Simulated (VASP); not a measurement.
**Mg2PCl: relaxation of cell and atoms with PBEsol**

Mg2PCl:

```
Mg P Cl
1.0
     1.93045    1.11455    6.16957
    -1.93045    1.11455    6.16957
     0.00000   -2.22909    6.16957
Mg P Cl
2 1 1
Cartesian
  0.0000 0.0000 4.2937
  0.0000 0.0000 14.2150
  0.0000 0.0000 9.2544
  0.0000 0.0000 0.0000
```

```yaml
Program: VASP 6.6.1
Task: relaxation of cell and atoms
Functional: PBEsol
Potentials_or_basis: VASP PAW PBE potentials, release 64 (Mg, P, Cl)
Cutoff: 600 eV
k_mesh: 9 × 9 × 9
Occupations: gaussian, width 0.01 eV
Spin: no spin polarisation
Dipole_correction: no
Further_INCAR_settings: ALGO = Normal; EDIFF = 1e-07; IBRION = 2; EDIFFG = -0.001; NSW = 80; ISIF = 3
```

```json
{
  "Relaxed volume": "19.89 Å³/atom",
  "Relaxed cell": "a = 6.554 Å, b = 6.554 Å, c = 6.554 Å, α = 34.26°, β = 34.26°, γ = 34.26°",
  "Space group after relaxing (to 0.05 Å)": "R-3m (No. 166)",
  "Energy gained by relaxing": "0.0 meV/atom",
  "Ionic steps": "5",
  "Pressure after relaxing": "0.0 GPa",
  "Band gap on the k mesh": "1.01 eV, direct"
}
```

Final structure:
```cif
data_structure
_symmetry_space_group_name_H-M 'P 1'
_symmetry_Int_Tables_number 1
_cell_length_a 6.5544
_cell_length_b 6.5544
_cell_length_c 6.5544
_cell_angle_alpha 34.256
_cell_angle_beta 34.256
_cell_angle_gamma 34.256
_cell_volume 79.56
loop_
_atom_site_label
_atom_site_type_symbol
_atom_site_fract_x
_atom_site_fract_y
_atom_site_fract_z
_atom_site_occupancy
Mg1 Mg 0.23189 0.23189 0.23189 1
Mg2 Mg 0.76811 0.76811 0.76811 1
P1 P 0.50000 0.50000 0.50000 1
Cl1 Cl 0.00000 0.00000 0.00000 1
```

Levels at points of the mesh, in eV from the valence-band top:
```
           k point  band 5  band 6  band 7  band 8  band 9  band 10  band 11  band 12
(0.00, 0.00, 0.00)   -3.92   -1.34    0.00    0.00    1.01     3.71     4.94     4.94
```

Wall time 5.9 min on 1 thread of Intel(R) Xeon(R) 6975P-C (Granite Rapids) (shared host), peak memory 0.51 GiB.

Caveat: the PAW data sets were made with another functional, which shifts forces and pressure a little. A hybrid or GW would open this gap; PBEsol tends to underestimate it.
